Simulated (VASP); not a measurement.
Runs of VASP 6.6.1 on LaIn3. Symmetry: Pm-3m, No. 221, cubic system. The conventional cell has a = 4.774 Å, b = 4.774 Å, c = 4.774 Å, α = 90.00°, β = 90.00°, γ = 90.00°. La (site symmetry m-3m) has 12 In at 3.38 Å within 4.4 Å. In (site symmetry 4/mmm) has 4 La at 3.38 Å and 8 In at 3.38 Å within 4.4 Å. 

```csv
k mesh,gap on the mesh (eV),pressure (GPa)
4 × 4 × 4,none,-3.8
2 × 2 × 2,none,(a)
5 × 5 × 5,none,-4.0
3 × 3 × 3,none,-3.8
```

Alike in all rows: task single point; level LDA; potentials or basis VASP PAW LDA potentials, release 64 (La, In_d); no spin polarisation; cell as given; cutoff (eV) 520; smearing fermi-dirac 0.1 eV.

Question: Fill in the values left out.

Answer: (a) -4.3.

Caveats: some runs use coarse meshes; spin-orbit coupling is left out, which moves the levels of the heavy elements.

A k mesh can miss the band edges, and the runs leave out spin-orbit coupling on In, La.

A gap of «none» marks levels without a gap at the run's occupations.
